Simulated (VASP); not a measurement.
# MnO2 (fluorite type): single point with PBE

The system is MnO2 (fluorite type).

```
Mn O
1.0
     0.00000    2.30990    2.30990
     2.30990    0.00000    2.30990
     2.30990    2.30990    0.00000
Mn O
1 2
Direct
  0.00000 0.00000 0.00000
  0.25000 0.25000 0.25000
  0.75000 0.75000 0.75000
```

* Program: VASP 6.6.1
* Task: single point
* Functional: PBE
* Potentials or basis: VASP PAW PBE potentials, release 64 (Mn_pv, O)
* Cutoff: 520 eV
* k mesh: 14 × 14 × 14
* Occupations: fermi-dirac, width 0.0612256 eV
* Spin: no spin polarisation
* Dipole correction: no
* Further INCAR settings: ALGO = Normal; EDIFF = 1e-07; NBANDS = 20

```yaml
Pressure: 0.9 GPa
```

Levels at points of the mesh, in eV from the Fermi level:
| k point | band 9 | band 10 | band 11 | band 12 | band 13 | band 14 | band 15 | band 16 | band 17 | band 18 |
| --- | --- | --- | --- | --- | --- | --- | --- | --- | --- | --- |
| (0.00, 0.00, 0.00) | -1.33 | -1.33 | -1.33 | -0.81 | -0.81 | 3.02 | 3.02 | 3.02 | 8.12 | 13.65 |
| (0.50, 0.00, 0.00) | -4.01 | -3.38 | -3.38 | -0.57 | -0.57 | 0.66 | 2.81 | 2.81 | 11.13 | 13.96 |
| (0.50, 0.50, 0.00) | -2.97 | -2.97 | -0.33 | -0.21 | -0.16 | 0.70 | 2.42 | 2.42 | 11.18 | 14.47 |

It took 28 s on 1 thread of Intel(R) Xeon(R) Platinum 8559C (Emerald Rapids) (shared host), peak memory 0.17 GiB.

Caveat: an odd number of electrons without spin polarisation forces a metal; a magnetic or distorted state may lie lower; the run has no spin polarisation, though such a crystal can be magnetic; semilocal functionals often make such compounds metallic where correlation or magnetic order opens a gap, which also shifts bond lengths. With open d or f shells a metallic result of PBE can be an artefact of self-interaction; +U or a hybrid may open a gap.
